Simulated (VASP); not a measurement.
# Ta3Se (Pm-3m) in VASP: further runs

Ta3Se is run at these levels: PBE; tasks: single point, relaxation of cell and atoms.

Program: VASP 6.6.1. These are calculated values, not measurements. Logs are shortened: lines on timing, memory, paths and dates and some standing lists are left out, and cuts for length are marked.

### Step 1. The cell of the first run

It takes space group Pm-3m (No. 221, cubic). The conventional cell has a = 4.138 Å, b = 4.138 Å, c = 4.138 Å, α = 90.00°, β = 90.00°, γ = 90.00°. Ta (site symmetry 4/mmm) has 8 Ta at 2.93 Å and 4 Se at 2.93 Å within 3.9 Å. Within 3.9 Å of Se (site symmetry m-3m) lie 12 Ta at 2.93 Å.

### Step 2. Single point, PBE

INCAR reads:

```
SYSTEM = Ta3Se
PREC = Accurate
ENCUT = 520
EDIFF = 1E-7
ISMEAR = 0
SIGMA = 0.1
LREAL = .False.
LASPH = .True.
NELM = 80
ALGO = Normal
ISIF = 2
LWAVE = .False.
LCHARG = .False.
GGA = PE
NBANDS = 28
```

KPOINTS reads:

```
Automatic mesh
0
Gamma
  4 4 4
  0 0 0
```

POSCAR reads:

```
Ta3Se
1.0
    4.1375013277      0.0000000000      0.0000000000
    0.0000000000      4.1375013277      0.0000000000
    0.0000000000      0.0000000000      4.1375013277
Ta Se
3 1
Direct
    0.0000000000      0.5000000000      0.5000000000
    0.5000000000      0.0000000000      0.5000000000
    0.5000000000      0.5000000000      0.0000000000
    0.0000000000      0.0000000000      0.0000000000
```

Potentials or basis: VASP PAW PBE potentials, release 64 (Ta_pv, Se).

The run is started by

```
> cat potpaw_PBE.64/Ta_pv/POTCAR potpaw_PBE.64/Se/POTCAR > POTCAR
> mpirun -np 1 vasp_std > vasp.out
```

OUTCAR:

```text
SYSTEM = Ta3Se
   PREC = Accurate
   ENCUT = 520
   EDIFF = 1E-7
   ISMEAR = 0
   LREAL = .False.
   LASPH = .True.
   NELM = 80
   ISIF = 2
   GGA = PE

 ion  position               nearest neighbor table
   1  0.000  0.500  0.500-   2 2.93   3 2.93   4 2.93   3 2.93   4 2.93   2 2.93   4 2.93   4 2.93
                             2 2.93   3 2.93   3 2.93   2 2.93
   2  0.500  0.000  0.500-   1 2.93   3 2.93   4 2.93   3 2.93   4 2.93   1 2.93   3 2.93   3 2.93
                             1 2.93   4 2.93   4 2.93   1 2.93
   3  0.500  0.500  0.000-   1 2.93   2 2.93   4 2.93   1 2.93   2 2.93   2 2.93   4 2.93   2 2.93
                             1 2.93   4 2.93   1 2.93   4 2.93
   4  0.000  0.000  0.000-   1 2.93   2 2.93   3 2.93   1 2.93   2 2.93   1 2.93   3 2.93   1 2.93
                             2 2.93   3 2.93   2 2.93   3 2.93

  LATTYP: Found a simple cubic cell.
 ALAT       =     4.1375013277

  Lattice vectors:

 A1 = (   4.1375013277,   0.0000000000,   0.0000000000)
 A2 = (   0.0000000000,   4.1375013277,   0.0000000000)
 A3 = (   0.0000000000,   0.0000000000,   4.1375013277)

Analysis of symmetry for initial positions (statically):
=====================================================================
 Subroutine PRICEL returns:
 Original cell was already a primitive cell.

 Routine SETGRP: Setting up the symmetry group for a
 simple cubic supercell.

 Subroutine GETGRP returns: Found 48 space group operations
 (whereof 48 operations were pure point group operations)
 out of a pool of 48 trial point group operations.

The static configuration has the point symmetry O_h .

Analysis of symmetry for dynamics (positions and initial velocities):
=====================================================================
 Subroutine PRICEL returns:
 Original cell was already a primitive cell.

 Routine SETGRP: Setting up the symmetry group for a
 simple cubic supercell.

 Subroutine GETGRP returns: Found 48 space group operations
 (whereof 48 operations were pure point group operations)
 out of a pool of 48 trial point group operations.

The dynamic configuration has the point symmetry O_h .

 Subroutine INISYM returns: Found 48 space group operations
 (whereof 48 operations are pure point group operations),
 and found     1 'primitive' translations

----------------------------------------------------------------------------------------

                                     Primitive cell

  volume of cell :      70.8295

  direct lattice vectors                    reciprocal lattice vectors
     4.137501328  0.000000000  0.000000000     0.241691765  0.000000000  0.000000000
     0.000000000  4.137501328  0.000000000     0.000000000  0.241691765  0.000000000
     0.000000000  0.000000000  4.137501328     0.000000000  0.000000000  0.241691765

  length of vectors
     4.137501328  4.137501328  4.137501328     0.241691765  0.241691765  0.241691765

  position of ions in fractional coordinates (direct lattice)
     0.000000000  0.500000000  0.500000000
     0.500000000  0.000000000  0.500000000
     0.500000000  0.500000000  0.000000000
     0.000000000  0.000000000  0.000000000

  ion indices of the primitive-cell ions
   primitive index   ion index
                 1           1
                 2           2
                 3           3
                 4           4

----------------------------------------------------------------------------------------

 KPOINTS: Automatic mesh

Automatic generation of k-mesh.
 Grid dimensions read from file:
 generate k-points for:    4    4    4

 Generating k-lattice:

  Cartesian coordinates                     Fractional coordinates (reciprocal lattice)
     0.060422941  0.000000000  0.000000000     0.250000000  0.000000000  0.000000000
     0.000000000  0.060422941  0.000000000     0.000000000  0.250000000  0.000000000
     0.000000000  0.000000000  0.060422941     0.000000000  0.000000000  0.250000000

  Length of vectors
     0.060422941  0.060422941  0.060422941

  Shift w.r.t. Gamma in fractional coordinates (k-lattice)
     0.000000000  0.000000000  0.000000000

 Subroutine IBZKPT returns following result:
 ===========================================

 Found     10 irreducible k-points:

 Following reciprocal coordinates:
            Coordinates               Weight
  0.000000  0.000000  0.000000      1.000000
  0.250000  0.000000  0.000000      6.000000
  0.500000  0.000000  0.000000      3.000000
  0.250000  0.250000  0.000000     12.000000
  0.500000  0.250000  0.000000     12.000000
  0.500000  0.500000  0.000000      3.000000
  0.250000  0.250000  0.250000      8.000000
  0.500000  0.250000  0.250000     12.000000
  0.500000  0.500000  0.250000      6.000000
  0.500000  0.500000  0.500000      1.000000
   k-points           NKPTS =     10   k-points in BZ     NKDIM =     10   number of bands    NBANDS=     28
   number of dos      NEDOS =    301   number of ions     NIONS =      4
   total plane-waves  NPLWV =  32768
   dimension x,y,z NGX =    32 NGY =   32 NGZ =   32
   dimension x,y,z NGXF=    64 NGYF=   64 NGZF=   64
   ions per type =               3   1
   NGX,Y,Z   is equivalent  to a cutoff of  12.86, 12.86, 12.86 a.u.
   NGXF,Y,Z  is equivalent  to a cutoff of  25.72, 25.72, 25.72 a.u.
 SYSTEM =  Ta3Se
   PREC   = accura    normal or accurate (medium, high low for compatibility)
   ISTART =      0    job   : 0-new  1-cont  2-samecut
   ICHARG =      2    charge: 1-file 2-atom 10-const
   ISPIN  =      1    spin polarized calculation?
   LNONCOLLINEAR =      F non collinear calculations
   LSORBIT =      F    spin-orbit coupling
   LASPH  =      T    aspherical Exc in radial PAW
   ENCUT  =  520.0 eV  38.22 Ry    6.18 a.u.   7.69  7.69  7.69*2*pi/ulx,y,z
   NELM   =     80;   NELMIN=  2; NELMDL= -5     # of ELM steps
   EDIFF  = 0.1E-06   stopping-criterion for ELM
   LREAL  =      F    real-space projection
   EDIFFG = 0.1E-05   stopping-criterion for IOM
   NSW    =      0    number of steps for IOM
   IBRION =     -1    ionic relax: 0-MD 1-quasi-New 2-CG
   NFREE  =      0    steps in history (QN), initial steepest desc. (CG)
   ISIF   =      2    stress and relaxation
   ISYM   =      2    0-nonsym 1-usesym 2-fastsym
   POTIM  = 0.5000    time-step for ionic-motion
   TEBEG  =    0.0;   TEEND  =   0.0 temperature during run
   PSTRESS=    0.0 pullay stress
   NELECT =      39.0000    total number of electrons
   NUPDOWN=      -1.0000    fix difference up-down
   EMIN   =  10.00;   EMAX   =-10.00  energy-range for DOS
   EFERMI =   0.00;   METHOD = LEGACY
   ISMEAR =     0;   SIGMA  =   0.10  broadening in eV -4-tet -1-fermi 0-gaus
   EFERMI_NEDOS =   21; number of points for ismear=-14 and -15
   IALGO  =     38    algorithm
   IMIX   =      4    mixing-type and parameters
     AMIX     =   0.40;   BMIX     =  1.00
     AMIX_MAG =   1.60;   BMIX_MAG =  1.00
  volume/ion in A,a.u.               =      17.71       119.50
  Fermi-wavevector in a.u.,A,eV,Ry     =   1.341812  2.535656 24.496725  1.800458
  Thomas-Fermi vector in A             =   2.470015
   LORBIT       =      0    0 simple, 1 ext, 2 COOP (PROOUT), +10 PAW based schemes
   GGA     = PE    functional components
   LHFCALC =     F    Hartree Fock is set to
   AEXX    =    0.0000 exact exchange contribution
   IVDW    =     0    specifies the selected vdW correction
   LEPSILON=     F    determine dielectric tensor
   LRPA    =     F    only Hartree local field effects (RPA)
 non-spin polarized calculation
 Gauss-broadening in eV      SIGMA  =   0.10
  energy-cutoff  :      520.00
  volume of cell :       70.83
 maximum number of plane-waves:      1935
 NGX is ok and might be reduce to    32
   NGX = 15   NGY = 15   NGZ = 15

 number of electron      39.0000009 magnetization

 Free energy of the ion-electron system (eV)
  ---------------------------------------------------
  ext. energy  EPLUGINS =         0.00000000
  ---------------------------------------------------
  free energy    TOTEN  =       -37.83080071 eV

  energy without entropy =      -37.81579792  energy(sigma->0) =      -37.82329932

 E-fermi :   7.1175     XC(G=0): -12.3390

 val. band max:        7.0992354149   @ k =   0.5000   0.5000   0.5000
 cond. band min:       7.1680688302   @ k =   0.5000   0.5000   0.0000
 fundamental gap:      0.0688334152
 Fermi energy:         7.1174577138

 k-point     1 :       0.0000    0.0000    0.0000
  band No.  band energies     occupation
      1     -27.7782      2.00000
      2     -27.7782      2.00000
      3     -27.7782      2.00000
      4     -27.3575      2.00000
      5     -27.3575      2.00000
      6     -27.3575      2.00000
[... 20 lines left out ...]
     27      13.4971      0.00000
     28      13.4971      0.00000

 k-point     2 :       0.2500    0.0000    0.0000
  band No.  band energies     occupation
      1     -27.7134      2.00000
      2     -27.7134      2.00000
      3     -27.6867      2.00000
      4     -27.3828      2.00000
      5     -27.3828      2.00000
      6     -27.3665      2.00000
[... 20 lines left out ...]
     27      10.7576      0.00000
     28      11.4972      0.00000

 k-point     3 :       0.5000    0.0000    0.0000
  band No.  band energies     occupation
      1     -27.6195      2.00000
      2     -27.6195      2.00000
      3     -27.5374      2.00000
      4     -27.4360      2.00000
      5     -27.4360      2.00000
      6     -27.3755      2.00000
[... 20 lines left out ...]
     27      10.8962      0.00000
     28      11.4939      0.00000

 k-point     4 :       0.2500    0.2500    0.0000
  band No.  band energies     occupation
      1     -27.7558      2.00000
      2     -27.6474      2.00000
      3     -27.5629      2.00000
      4     -27.4946      2.00000
      5     -27.3955      2.00000
      6     -27.2589      2.00000
[... 20 lines left out ...]
     27      10.7889      0.00000
     28      10.9764      0.00000

 k-point     5 :       0.5000    0.2500    0.0000
  band No.  band energies     occupation
      1     -27.7122      2.00000
      2     -27.6041      2.00000
      3     -27.5466      2.00000
      4     -27.4539      2.00000
      5     -27.4346      2.00000
      6     -27.3334      2.00000
[... 20 lines left out ...]
     27      10.3814      0.00000
     28      10.8993      0.00000

 k-point     6 :       0.5000    0.5000    0.0000
  band No.  band energies     occupation
      1     -27.8127      2.00000
      2     -27.5604      2.00000
      3     -27.4533      2.00000
      4     -27.4533      2.00000
      5     -27.4331      2.00000
      6     -27.4331      2.00000
[... 20 lines left out ...]
     27       9.9650      0.00000
     28      11.1963      0.00000

 k-point     7 :       0.2500    0.2500    0.2500
  band No.  band energies     occupation
      1     -27.8102      2.00000
      2     -27.6331      2.00000
      3     -27.6331      2.00000
      4     -27.4030      2.00000
      5     -27.3478      2.00000
      6     -27.3478      2.00000
[... 20 lines left out ...]
     27      10.5370      0.00000
     28      10.6581      0.00000

 k-point     8 :       0.5000    0.2500    0.2500
  band No.  band energies     occupation
      1     -27.7497      2.00000
      2     -27.7248      2.00000
      3     -27.6823      2.00000
      4     -27.5344      2.00000
      5     -27.3272      2.00000
      6     -27.2054      2.00000
[... 20 lines left out ...]
     27      10.0728      0.00000
     28      10.7138      0.00000

 k-point     9 :       0.5000    0.5000    0.2500
  band No.  band energies     occupation
      1     -27.8095      2.00000
      2     -27.7688      2.00000
      3     -27.7001      2.00000
      4     -27.7001      2.00000
      5     -27.1860      2.00000
      6     -27.1860      2.00000
[... 20 lines left out ...]
     27      11.3592      0.00000
     28      11.3624      0.00000

 k-point    10 :       0.5000    0.5000    0.5000
  band No.  band energies     occupation
      1     -27.8976      2.00000
      2     -27.8062      2.00000
      3     -27.8062      2.00000
      4     -27.8062      2.00000
      5     -27.0796      2.00000
      6     -27.0796      2.00000
[... 20 lines left out ...]
     27      12.7780      0.00000
     28      12.7780      0.00000

------------------------ aborting loop because EDIFF is reached ----------------------------------------

  FORCE on cell =-STRESS in cart. coord.  units (eV):
  Direction    XX          YY          ZZ          XY          YZ          ZX
  --------------------------------------------------------------------------------------
  -------------------------------------------------------------------------------------
  Total        0.0016255      0.0016255      0.0016255      0.0000000     -0.0000000     -0.0000000
  in kB        0.0367682      0.0367682      0.0367682      0.0000000     -0.0000000     -0.0000000
  external PRESSURE =       0.0367682 kB  Pullay stress =       0.0000000 kB

 VOLUME and BASIS-vectors are now :
 -----------------------------------------------------------------------------
  energy-cutoff  :      520.00
  volume of cell :       70.83
      direct lattice vectors                 reciprocal lattice vectors
     4.137501328  0.000000000  0.000000000     0.241691765  0.000000000  0.000000000
     0.000000000  4.137501328  0.000000000     0.000000000  0.241691765  0.000000000
     0.000000000  0.000000000  4.137501328     0.000000000  0.000000000  0.241691765

 POSITION                                       TOTAL-FORCE (eV/Angst)
 -----------------------------------------------------------------------------------
      0.00000      2.06875      2.06875         0.000000      0.000000      0.000000
      2.06875      0.00000      2.06875         0.000000      0.000000      0.000000
      2.06875      2.06875      0.00000         0.000000      0.000000      0.000000
      0.00000      0.00000      0.00000         0.000000      0.000000      0.000000
 -----------------------------------------------------------------------------------
    total drift:                                0.000000     -0.000000     -0.000000

  FREE ENERGIE OF THE ION-ELECTRON SYSTEM (eV)
  ---------------------------------------------------
  free  energy   TOTEN  =       -37.8308007145 eV

  energy  without entropy=      -37.8157979198  energy(sigma->0) =      -37.82329932
```

Wall time 12 s (1 thread of AMD EPYC 9R45 (Zen 5), shared host); peak memory 0.15 GiB.

Results:

* Free energy: -37.8308 eV
* Pressure: 0.0 GPa

Levels at points of the mesh, in eV from the Fermi level:
| k point | band 15 | band 16 | band 17 | band 18 | band 19 | band 20 | band 21 | band 22 | band 23 | band 24 |
| --- | --- | --- | --- | --- | --- | --- | --- | --- | --- | --- |
| (0.00, 0.00, 0.00) | -4.10 | -4.10 | -3.22 | -3.22 | -3.22 | -1.40 | 1.33 | 1.33 | 1.33 | 4.06 |
| (0.50, 0.00, 0.00) | -2.43 | -2.01 | -1.12 | -0.56 | -0.51 | -0.51 | -0.25 | 0.96 | 0.96 | 1.11 |
| (0.50, 0.50, 0.00) | -2.03 | -2.03 | -1.64 | -0.40 | -0.40 | 0.05 | 1.04 | 1.04 | 1.09 | 1.21 |
| (0.50, 0.50, 0.50) | -4.52 | -4.52 | -0.38 | -0.38 | -0.38 | -0.02 | 0.71 | 1.09 | 1.09 | 1.09 |

Caveat: the k points lie up to 0.38 Å⁻¹ apart; spin-orbit coupling is left out, which moves the levels of the heavy elements.

### Step 3. Relaxation of cell and atoms, PBE

This run uses another cell than the first one, of 18.61 Å³/atom, 1.051 times its volume.

INCAR reads:

```
SYSTEM = Ta3Se
PREC = Accurate
ENCUT = 600
EDIFF = 1E-7
ISMEAR = 0
SIGMA = 0.1
LREAL = .FALSE.
LASPH = .TRUE.
NELM = 60
ALGO = Normal
ISIF = 3
LWAVE = .FALSE.
LCHARG = .FALSE.
GGA = PE
IBRION = 2
NSW = 90
EDIFFG = -0.04
```

KPOINTS reads:

```
regular mesh
0
G
  4 4 4
  0 0 0
```

POSCAR reads:

```
Ta3Se
1.0
    4.2065398911      0.0000000000      0.0000000000
    0.0000000000      4.2065398911      0.0000000000
    0.0000000000      0.0000000000      4.2065398911
Ta Se
3 1
Direct
    0.0000000000      0.5000000000      0.5000000000
    0.5000000000      0.0000000000      0.5000000000
    0.5000000000      0.5000000000      0.0000000000
    0.0000000000      0.0000000000      0.0000000000
```

Potentials or basis: VASP PAW PBE potentials, release 64 (Ta_pv, Se).

The run is started by

```
> cat potpaw_PBE.64/Ta_pv/POTCAR potpaw_PBE.64/Se/POTCAR > POTCAR
> mpirun -np 1 vasp_std > vasp.out
```

Wall time 37 s (1 thread of AMD EPYC 9R45 (Zen 5), shared host); peak memory 0.19 GiB.

Results (log left out):

```yaml
Free_energy: -37.8322 eV
Relaxed_volume: 17.72 Å³/atom
Relaxed_cell: a = 4.139 Å, b = 4.139 Å, c = 4.139 Å, α = 90.00°, β = 90.00°, γ = 90.00°
Space_group_after_relaxing_to_0.05_Å: Pm-3m (No. 221)
Energy_gained_by_relaxing: 19.3 meV/atom
Ionic_steps: 3
Pressure_after_relaxing: -0.1 GPa
```

Step by step:
| step | energy change (eV) | largest force (eV/Å) | pressure (GPa) | volume (Å³) |
| --- | --- | --- | --- | --- |
| 1 | 0.0000 | 0.0000 | -6.66 | 74.43 |
| 2 | 0.0744 | 0.0000 | 11.90 | 66.40 |
| 3 | -0.0771 | 0.0000 | -0.10 | 70.89 |

Final structure:
```cif
data_structure
_symmetry_space_group_name_H-M 'P 1'
_symmetry_Int_Tables_number 1
_cell_length_a 4.1387
_cell_length_b 4.1387
_cell_length_c 4.1387
_cell_angle_alpha 90.000
_cell_angle_beta 90.000
_cell_angle_gamma 90.000
_cell_volume 70.89
loop_
_atom_site_label
_atom_site_type_symbol
_atom_site_fract_x
_atom_site_fract_y
_atom_site_fract_z
_atom_site_occupancy
Ta1 Ta 0.00000 0.50000 0.50000 1
Ta2 Ta 0.50000 0.00000 0.50000 1
Ta3 Ta 0.50000 0.50000 0.00000 1
Se1 Se 0.00000 0.00000 0.00000 1
```

Levels at points of the mesh, in eV from the Fermi level:
| k point | band 16 | band 17 | band 18 | band 19 | band 20 | band 21 | band 22 | band 23 |
| --- | --- | --- | --- | --- | --- | --- | --- | --- |
| (0.00, 0.00, 0.00) | -4.09 | -3.21 | -3.21 | -3.21 | -1.40 | 1.33 | 1.33 | 1.33 |
| (0.50, 0.00, 0.00) | -2.00 | -1.12 | -0.55 | -0.51 | -0.51 | -0.25 | 0.95 | 0.95 |
| (0.50, 0.50, 0.00) | -2.03 | -1.64 | -0.40 | -0.40 | 0.05 | 1.04 | 1.04 | 1.09 |
| (0.50, 0.50, 0.50) | -4.51 | -0.38 | -0.38 | -0.38 | -0.02 | 0.71 | 1.09 | 1.09 |

Caveat: the k points lie up to 0.38 Å⁻¹ apart in the final cell; spin-orbit coupling is left out, which moves the levels of the heavy elements.
